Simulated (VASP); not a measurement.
# GaP: relaxation of the atoms with PBE

The system is GaP.

```xyz
2
Lattice="0.0000 2.7070 2.7070 2.7070 0.0000 2.7070 2.7070 2.7070 0.0000" Properties=species:S:1:pos:R:3 pbc="T T T"
Ga    0.0000    0.0000    0.0000
P     1.3535    1.3535    1.3535
```

This cell differs from its parent crystal: volume scaled by 0.98.

```json
{"Program": "VASP 6.6.1", "Task": "relaxation of the atoms", "Functional": "PBE", "Potentials or basis": "VASP PAW PBE potentials, release 64 (Ga_d, P)", "Cutoff": "520 eV", "k mesh": "14 × 14 × 14", "Occupations": "fermi-dirac, width 0.02 eV", "Spin": "no spin polarisation", "Dipole correction": "no", "Further INCAR settings": "ALGO = Normal; EDIFF = 1e-07; IBRION = 2; EDIFFG = -0.02; NSW = 80"}
```

```
Pressure after relaxing : 4.3 GPa
Band gap on the k mesh  : 1.56 eV, indirect (least direct gap 2.00 eV)
```

Final structure:
```
CELL_PARAMETERS angstrom
0.00000 2.70696 2.70696
2.70696 0.00000 2.70696
2.70696 2.70696 0.00000
ATOMIC_POSITIONS crystal
Ga 0.00000 0.00000 0.00000
P 0.25000 0.25000 0.25000
```

Levels at points of the mesh, in eV from the valence-band top:
| k point | band 5 | band 6 | band 7 | band 8 | band 9 | band 10 | band 11 | band 12 | band 13 |
| --- | --- | --- | --- | --- | --- | --- | --- | --- | --- |
| (0.00, 0.00, 0.00) | -14.48 | -12.65 | 0.00 | 0.00 | 0.00 | 2.00 | 3.88 | 3.88 | 3.88 |
| (0.50, 0.00, 0.00) | -14.47 | -10.51 | -6.75 | -1.15 | -1.15 | 1.73 | 4.72 | 4.72 | 8.32 |
| (0.50, 0.50, 0.00) | -14.46 | -9.59 | -6.85 | -2.75 | -2.75 | 1.61 | 1.80 | 10.75 | 10.75 |

It took 33 s on 1 thread of Intel Xeon 6975P-C (shared host), peak memory 0.2 GiB.

Caveat: the relaxation stopped at its first step, so nothing moved. A k mesh can miss the band edges.
